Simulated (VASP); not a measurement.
# MgH4 (I4/mmm) in VASP: a series of runs

MgH4 is run at these levels: PBE; tasks: single point, relaxation of cell and atoms.

Program: VASP 6.6.1. These are calculated values, not measurements. Logs are shortened: lines on timing, memory, paths and dates and some standing lists are left out, and cuts for length are marked.

**1. The cell of the first run**

Symmetry: I4/mmm, No. 139, tetragonal system. The conventional cell has a = 3.914 Å, b = 3.914 Å, c = 4.013 Å, α = 90.00°, β = 90.00°, γ = 90.00°. Within 2.9 Å of Mg (site symmetry 4/mmm) lie 16 H at 2.19 to 2.23 Å. H (site symmetry m2m) has 2 H at 1.39 Å within 1.9 Å.

**2. Single point, PBE**

Contents of INCAR:

```
  ALGO = Normal
  EDIFF = 1E-6
  ENCUT = 520
  GGA = PE
  ISIF = 2
  ISMEAR = 0
  LASPH = True
  LCHARG = False
  LREAL = False
  LWAVE = False
  NBANDS = 11
  NELM = 60
  PREC = Accurate
  SIGMA = 0.1
```

Contents of KPOINTS:

```
k-points
0
Gamma
  10 10 10
```

Contents of POSCAR:

```
MgH4
1.0
   -1.9570624232      1.9570624232      2.0062920381
    1.9570624232     -1.9570624232      2.0062920381
    1.9570624232      1.9570624232     -2.0062920381
Mg H
1 4
Direct
    0.0000000000      0.0000000000      0.0000000000
    0.2495971522      0.5000000000      0.7495971522
    0.7504028478      0.5000000000      0.2504028478
    0.5000000000      0.7504028478      0.2504028478
    0.5000000000      0.2495971522      0.7495971522
```

Potentials or basis: VASP PAW PBE potentials, release 64 (Mg, H).

The run is started by

```bash
cat potpaw_PBE.64/Mg/POTCAR potpaw_PBE.64/H/POTCAR > POTCAR
mpirun -np 1 vasp_std > vasp.out
```

OUTCAR:

```text
EDIFF = 1E-6
   ENCUT = 520
   GGA = PE
   ISIF = 2
   ISMEAR = 0
   LASPH = True
   LREAL = False
   NELM = 60
   PREC = Accurate

 ion  position               nearest neighbor table
   1  0.000  0.000  0.000-   2 2.19   5 2.19   3 2.19   4 2.19   2 2.19   3 2.19   5 2.19   4 2.19
                             5 2.23   4 2.23   2 2.23   3 2.23   3 2.23   4 2.23   2 2.23   5 2.23
   2  0.250  0.500  0.750-   1 2.19   1 2.19   1 2.23   1 2.23
   3  0.750  0.500  0.250-   1 2.19   1 2.19   1 2.23   1 2.23
   4  0.500  0.750  0.250-   1 2.19   1 2.19   1 2.23   1 2.23
   5  0.500  0.250  0.750-   1 2.19   1 2.19   1 2.23   1 2.23

  LATTYP: Found a body centered tetragonal cell.
 ALAT       =     3.9141248464
 C/A-ratio  =     1.0251548516

  Lattice vectors:

 A1 = (  -1.9570624232,   1.9570624232,   2.0062920381)
 A2 = (   1.9570624232,  -1.9570624232,   2.0062920381)
 A3 = (   1.9570624232,   1.9570624232,  -2.0062920381)

Analysis of symmetry for initial positions (statically):
=====================================================================
 Subroutine PRICEL returns:
 Original cell was already a primitive cell.

 Routine SETGRP: Setting up the symmetry group for a
 body centered tetragonal supercell.

 Subroutine GETGRP returns: Found 16 space group operations
 (whereof 16 operations were pure point group operations)
 out of a pool of 16 trial point group operations.

The static configuration has the point symmetry D_4h.

Analysis of symmetry for dynamics (positions and initial velocities):
=====================================================================
 Subroutine PRICEL returns:
 Original cell was already a primitive cell.

 Routine SETGRP: Setting up the symmetry group for a
 body centered tetragonal supercell.

 Subroutine GETGRP returns: Found 16 space group operations
 (whereof 16 operations were pure point group operations)
 out of a pool of 16 trial point group operations.

The dynamic configuration has the point symmetry D_4h.

 Subroutine INISYM returns: Found 16 space group operations
 (whereof 16 operations are pure point group operations),
 and found     1 'primitive' translations

----------------------------------------------------------------------------------------

                                     Primitive cell

  volume of cell :      30.7371

  direct lattice vectors                    reciprocal lattice vectors
    -1.957062423  1.957062423  2.006292038     0.000000000  0.255484952  0.249215962
     1.957062423 -1.957062423  2.006292038     0.255484952  0.000000000  0.249215962
     1.957062423  1.957062423 -2.006292038     0.255484952  0.255484952  0.000000000

  length of vectors
     3.418390615  3.418390615  3.418390615     0.356904968  0.356904968  0.361310285

  position of ions in fractional coordinates (direct lattice)
     0.000000000  0.000000000  0.000000000
     0.249597152  0.500000000  0.749597152
     0.750402848  0.500000000  0.250402848
     0.500000000  0.750402848  0.250402848
     0.500000000  0.249597152  0.749597152

  ion indices of the primitive-cell ions
   primitive index   ion index
                 1           1
                 2           2
                 3           3
                 4           4
                 5           5

----------------------------------------------------------------------------------------

 KPOINTS: k-points

Automatic generation of k-mesh.
 Grid dimensions read from file:
 generate k-points for:   10   10   10

 Generating k-lattice:

  Cartesian coordinates                     Fractional coordinates (reciprocal lattice)
     0.000000000  0.025548495  0.024921596     0.100000000  0.000000000  0.000000000
     0.025548495  0.000000000  0.024921596     0.000000000  0.100000000  0.000000000
     0.025548495  0.025548495  0.000000000     0.000000000  0.000000000  0.100000000

  Length of vectors
     0.035690497  0.035690497  0.036131028

  Shift w.r.t. Gamma in fractional coordinates (k-lattice)
     0.000000000  0.000000000  0.000000000

 Subroutine IBZKPT returns following result:
 ===========================================

 Found    102 irreducible k-points:

 Following reciprocal coordinates:
            Coordinates               Weight
  0.000000  0.000000  0.000000      1.000000
  0.100000 -0.000000  0.000000      8.000000
  0.200000 -0.000000  0.000000      8.000000
  0.300000  0.000000 -0.000000      8.000000
  0.400000 -0.000000  0.000000      8.000000
  0.500000  0.000000  0.000000      4.000000
[... 16 lines left out ...]
  0.300000  0.300000  0.000000      8.000000
  0.400000  0.300000  0.000000     16.000000
 [... further k-points ...]
   k-points           NKPTS =    102   k-points in BZ     NKDIM =    102   number of bands    NBANDS=     11
   number of dos      NEDOS =    301   number of ions     NIONS =      5
   total plane-waves  NPLWV =  21952
   dimension x,y,z NGX =    28 NGY =   28 NGZ =   28
   dimension x,y,z NGXF=    56 NGYF=   56 NGZF=   56
   ions per type =               1   4
   NGX,Y,Z   is equivalent  to a cutoff of  13.62, 13.62, 13.62 a.u.
   NGXF,Y,Z  is equivalent  to a cutoff of  27.23, 27.23, 27.23 a.u.
 SYSTEM =  unknown system
   PREC   = accura    normal or accurate (medium, high low for compatibility)
   ISTART =      0    job   : 0-new  1-cont  2-samecut
   ICHARG =      2    charge: 1-file 2-atom 10-const
   ISPIN  =      1    spin polarized calculation?
   LNONCOLLINEAR =      F non collinear calculations
   LSORBIT =      F    spin-orbit coupling
   LASPH  =      T    aspherical Exc in radial PAW
   ENCUT  =  520.0 eV  38.22 Ry    6.18 a.u.   6.36  6.36  6.36*2*pi/ulx,y,z
   NELM   =     60;   NELMIN=  2; NELMDL= -5     # of ELM steps
   EDIFF  = 0.1E-05   stopping-criterion for ELM
   LREAL  =      F    real-space projection
   EDIFFG = 0.1E-04   stopping-criterion for IOM
   NSW    =      0    number of steps for IOM
   IBRION =     -1    ionic relax: 0-MD 1-quasi-New 2-CG
   NFREE  =      0    steps in history (QN), initial steepest desc. (CG)
   ISIF   =      2    stress and relaxation
   ISYM   =      2    0-nonsym 1-usesym 2-fastsym
   POTIM  = 0.5000    time-step for ionic-motion
   TEBEG  =    0.0;   TEEND  =   0.0 temperature during run
   PSTRESS=    0.0 pullay stress
   NELECT =       6.0000    total number of electrons
   NUPDOWN=      -1.0000    fix difference up-down
   EMIN   =  10.00;   EMAX   =-10.00  energy-range for DOS
   EFERMI =   0.00;   METHOD = LEGACY
   ISMEAR =     0;   SIGMA  =   0.10  broadening in eV -4-tet -1-fermi 0-gaus
   EFERMI_NEDOS =   21; number of points for ismear=-14 and -15
   IALGO  =     38    algorithm
   IMIX   =      4    mixing-type and parameters
     AMIX     =   0.40;   BMIX     =  1.00
     AMIX_MAG =   1.60;   BMIX_MAG =  1.00
  volume/ion in A,a.u.               =       6.15        41.48
  Fermi-wavevector in a.u.,A,eV,Ry     =   0.949666  1.794608 12.270617  0.901865
  Thomas-Fermi vector in A             =   2.077970
   LORBIT       =      0    0 simple, 1 ext, 2 COOP (PROOUT), +10 PAW based schemes
   GGA     = PE    functional components
   LHFCALC =     F    Hartree Fock is set to
   AEXX    =    0.0000 exact exchange contribution
   IVDW    =     0    specifies the selected vdW correction
   LEPSILON=     F    determine dielectric tensor
   LRPA    =     F    only Hartree local field effects (RPA)
 non-spin polarized calculation
 Gauss-broadening in eV      SIGMA  =   0.10
  energy-cutoff  :      520.00
  volume of cell :       30.74
 maximum number of plane-waves:       848
 NGX is ok and might be reduce to    28
   NGX = 13   NGY = 13   NGZ = 13

 number of electron       6.0000001 magnetization

 Free energy of the ion-electron system (eV)
  ---------------------------------------------------
  ext. energy  EPLUGINS =         0.00000000
  ---------------------------------------------------
  free energy    TOTEN  =       -12.78543344 eV

  energy without entropy =      -12.78333434  energy(sigma->0) =      -12.78438389

 E-fermi :   3.1128     XC(G=0):  -9.7105

 val. band max:        3.0750883704   @ k =  -0.2000   0.1000   0.0000
 cond. band min:       3.1450229344   @ k =   0.2000  -0.0000   0.0000
 fundamental gap:      0.0699345640
 Fermi energy:         3.1128466977

 k-point     1 :       0.0000    0.0000    0.0000
  band No.  band energies     occupation
      1      -8.9106      2.00000
      2       3.9258      0.00000
      3       3.9258      0.00000
      4       7.0292      0.00000
      5       9.7868      0.00000
      6      11.7011      0.00000
      7      12.2463      0.00000
      8      12.2463      0.00000
      9      12.5195      0.00000
     10      13.4133      0.00000
     11      13.4133      0.00000

 k-point     2 :       0.1000   -0.0000    0.0000
  band No.  band energies     occupation
      1      -8.7442      2.00000
      2       3.2444      0.06282
      3       3.6836      0.00000
      4       6.9169      0.00000
      5       9.6096      0.00000
      6      10.9862      0.00000
      7      11.0660      0.00000
      8      12.6278      0.00000
      9      13.3354      0.00000
     10      13.7285      0.00000
     11      14.6775      0.00000

 k-point     3 :       0.2000   -0.0000    0.0000
  band No.  band energies     occupation
      1      -8.2543      2.00000
      2       1.6531      2.00000
      3       3.1450      0.64908
      4       6.4998      0.00000
      5       8.9112      0.00000
      6       9.9247      0.00000
      7      10.9181      0.00000
      8      13.3047      0.00000
      9      14.1786      0.00000
     10      15.4504      0.00000
     11      16.7765      0.00000

 k-point     4 :       0.3000    0.0000   -0.0000
  band No.  band energies     occupation
      1      -7.4787      2.00000
      2      -0.2071      2.00000
      3       2.6035      2.00000
      4       5.9853      0.00000
      5       8.1282      0.00000
      6       9.1315      0.00000
      7      11.6596      0.00000
      8      13.6037      0.00000
      9      16.3930      0.00000
     10      17.6818      0.00000
     11      18.1198      0.00000

 k-point     5 :       0.4000   -0.0000    0.0000
  band No.  band energies     occupation
      1      -6.5470      2.00000
      2      -1.8801      2.00000
      3       2.2300      2.00000
      4       5.6137      0.00000
      5       7.6223      0.00000
      6       8.6516      0.00000
      7      12.6320      0.00000
      8      14.2942      0.00000
      9      16.8336      0.00000
     10      18.4927      0.00000
     11      18.9109      0.00000
[... 211 lines left out ...]
 k-point    21 :      -0.3000    0.2000    0.0000
  band No.  band energies     occupation
      1      -7.7038      2.00000
      2       0.1515      2.00000
      3       2.2963      2.00000
      4       7.5011      0.00000
      5       8.3994      0.00000
      6       9.5318      0.00000
      7      11.0888      0.00000
      8      13.5280      0.00000
      9      14.2839      0.00000
     10      16.5463      0.00000
     11      18.0602      0.00000

 k-point    22 :      -0.2000    0.2000    0.0000
  band No.  band energies     occupation
      1      -8.2069      2.00000
      2       1.2111      2.00000
      3       2.9237      1.99253
      4       8.3931      0.00000
      5       8.9486      0.00000
      6       9.6326      0.00000
      7      10.1500      0.00000
      8      12.6210      0.00000
      9      14.7816      0.00000
     10      14.8212      0.00000
     11      16.5441      0.00000

 k-point    23 :       0.3000    0.3000    0.0000
  band No.  band energies     occupation
      1      -5.4736      2.00000
      2      -1.8580      2.00000
      3      -0.8887      2.00000
      4       5.3625      0.00000
      5       8.1044      0.00000
      6       9.8371      0.00000
      7      13.5151      0.00000
      8      14.4996      0.00000
      9      18.0531      0.00000
     10      18.7205      0.00000
     11      19.1767      0.00000

 k-point    24 :       0.4000    0.3000    0.0000
  band No.  band energies     occupation
      1      -5.2562      2.00000
      2      -2.5911      2.00000
      3      -0.4321      2.00000
      4       5.2611      0.00000
      5       8.6254      0.00000
      6       9.7323      0.00000
      7      13.3105      0.00000
      8      15.3700      0.00000
      9      15.7395      0.00000
     10      18.8942      0.00000
     11      20.2590      0.00000

 [... further k-points ...]

------------------------ aborting loop because EDIFF is reached ----------------------------------------

  FORCE on cell =-STRESS in cart. coord.  units (eV):
  Direction    XX          YY          ZZ          XY          YZ          ZX
  --------------------------------------------------------------------------------------
  -------------------------------------------------------------------------------------
  Total       -0.0904452     -0.0904452     -0.1113910      0.0000000      0.0000000      0.0000000
  in kB       -4.7144676     -4.7144676     -5.8062714      0.0000000      0.0000000      0.0000000
  external PRESSURE =      -5.0784022 kB  Pullay stress =       0.0000000 kB

 VOLUME and BASIS-vectors are now :
 -----------------------------------------------------------------------------
  energy-cutoff  :      520.00
  volume of cell :       30.74
      direct lattice vectors                 reciprocal lattice vectors
    -1.957062423  1.957062423  2.006292038     0.000000000  0.255484952  0.249215962
     1.957062423 -1.957062423  2.006292038     0.255484952  0.000000000  0.249215962
     1.957062423  1.957062423 -2.006292038     0.255484952  0.255484952  0.000000000

 POSITION                                       TOTAL-FORCE (eV/Angst)
 -----------------------------------------------------------------------------------
      0.00000      0.00000      0.00000        -0.000000      0.000000      0.000000
      1.95706      0.97695      0.00000        -0.000000     -0.003694      0.000000
     -0.00000      0.98011      2.00629        -0.000000      0.003694     -0.000000
      0.98011     -0.00000      2.00629         0.003694     -0.000000     -0.000000
      0.97695      1.95706      0.00000        -0.003694      0.000000      0.000000
 -----------------------------------------------------------------------------------
    total drift:                               -0.000000      0.000000     -0.000000

  FREE ENERGIE OF THE ION-ELECTRON SYSTEM (eV)
  ---------------------------------------------------
  free  energy   TOTEN  =       -12.7854334375 eV

  energy  without entropy=      -12.7833343441  energy(sigma->0) =      -12.78438389
```

It took 14 s on 1 thread of Intel Xeon 6975P-C (Granite Rapids), shared host; peak memory 0.18 GiB.

What came out:

```yaml
Free_energy: -12.7854 eV
Pressure: -0.5 GPa
Largest_force: 0.004 eV/Å
Band_gap_on_the_k_mesh: zero (band 3 reaches 3.93 eV, above the bottom of band 4 at 1.25 eV)
```

Forces in eV/Å, atoms in the order of the input:
```
Mg   0.000  0.000  0.000
H    0.000 -0.004  0.000
H    0.000  0.004  0.000
H    0.004  0.000  0.000
H   -0.004  0.000  0.000
```

Stress tensor (GPa, compression positive):
```
-0.47  0.00  0.00
 0.00 -0.47  0.00
 0.00  0.00 -0.58
```

Levels at points of the mesh, in eV from the Fermi level:
| k point | band 1 | band 2 | band 3 | band 4 | band 5 | band 6 |
| --- | --- | --- | --- | --- | --- | --- |
| (0.00, 0.00, 0.00) | -12.02 | 0.81 | 0.81 | 3.92 | 6.67 | 8.59 |
| (0.50, 0.00, 0.00) | -9.10 | -5.81 | -1.01 | 2.37 | 4.34 | 5.38 |
| (0.50, 0.50, 0.00) | -8.43 | -6.91 | -1.29 | 3.60 | 4.99 | 5.36 |
| (0.50, 0.50, 0.50) | -7.50 | -3.00 | -3.00 | -1.87 | 0.66 | 3.23 |

**3. Relaxation of cell and atoms, PBE**

This run uses another cell than the first one, of 6.20 Å³/atom, 1.009 times its volume.

Contents of INCAR:

```
  PREC = Accurate
  ENCUT = 600
  EDIFF = 1E-6
  ISMEAR = 0
  SIGMA = 0.1
  LREAL = False
  LASPH = True
  NELM = 60
  ALGO = Normal
  ISIF = 3
  LWAVE = False
  LCHARG = False
  GGA = PE
  IBRION = 2
  NSW = 90
  EDIFFG = -0.025
```

Contents of KPOINTS:

```
Automatic mesh
0
Gamma
  10 10 10
```

Contents of POSCAR:

```
MgH4
1.0
   -1.9595919071      1.9595919071      2.0196047921
    1.9595919071     -1.9595919071      2.0196047921
    1.9595919071      1.9595919071     -2.0196047921
Mg H
1 4
Direct
    0.0000000000      0.0000000000      0.0000000000
    0.2532768015      0.5000000000      0.7532768015
    0.7467231985      0.5000000000      0.2467231985
    0.5000000000      0.7467231985      0.2467231985
    0.5000000000      0.2532768015      0.7532768015
```

Potentials or basis: VASP PAW PBE potentials, release 64 (Mg, H).

The run is started by

```bash
cat potpaw_PBE.64/Mg/POTCAR potpaw_PBE.64/H/POTCAR > POTCAR
mpirun -np 1 vasp_std > vasp.out
```

Wall time 17 s (1 thread of Intel Xeon 6975P-C (Granite Rapids), shared host); peak memory 0.18 GiB.

The run converged. Its results:

* Free energy: -12.7874 eV
* Relaxed volume: 6.14 Å³/atom
* Relaxed cell: a = 3.418 Å, b = 3.418 Å, c = 3.418 Å, α = 110.23°, β = 110.23°, γ = 107.97°
* Space group after relaxing (to 0.05 Å): I4/mmm (No. 139)
* Energy gained by relaxing: 0.4 meV/atom
* Ionic steps: 3
* Pressure after relaxing: -0.1 GPa
* Largest force after relaxing: 0.023 eV/Å
* Band gap on the k mesh: zero (band 3 reaches 3.93 eV, above the bottom of band 4 at 1.32 eV)

Forces on the atoms (eV/Å):
```
Mg   0.000  0.000  0.000
H    0.000 -0.023  0.000
H    0.000  0.023  0.000
H    0.023  0.000  0.000
H   -0.023  0.000  0.000
```

Stress tensor (GPa, compression positive):
```
 0.03  0.00  0.00
 0.00  0.03  0.00
 0.00  0.00 -0.38
```

The path:
| step | energy change (eV) | largest force (eV/Å) | pressure (GPa) | volume (Å³) |
| --- | --- | --- | --- | --- |
| 1 | 0.0000 | 0.0503 | -0.44 | 31.02 |
| 2 | -0.0007 | 0.0434 | -0.36 | 30.95 |
| 3 | -0.0021 | 0.0225 | -0.11 | 30.72 |

Final structure:
```
Mg H
1.0
    -1.95477    1.95477    2.00979
     1.95477   -1.95477    2.00979
     1.95477    1.95477   -2.00979
Mg H
1 4
Direct
  0.00000 0.00000 0.00000
  0.25080 0.50000 0.75080
  0.74920 0.50000 0.24920
  0.50000 0.74920 0.24920
  0.50000 0.25080 0.75080
```

Levels at points of the mesh, in eV from the Fermi level:
```
           k point  band 1  band 2  band 3  band 4  band 5  band 6
(0.00, 0.00, 0.00)  -12.06    0.80    0.80    3.96    6.59    8.61
(0.50, 0.00, 0.00)   -9.16   -5.81   -1.02    2.39    4.33    5.39
(0.50, 0.50, 0.00)   -8.49   -6.90   -1.30    3.57    4.95    5.33
(0.50, 0.50, 0.50)   -7.58   -3.00   -3.00   -1.81    0.62    3.22
```
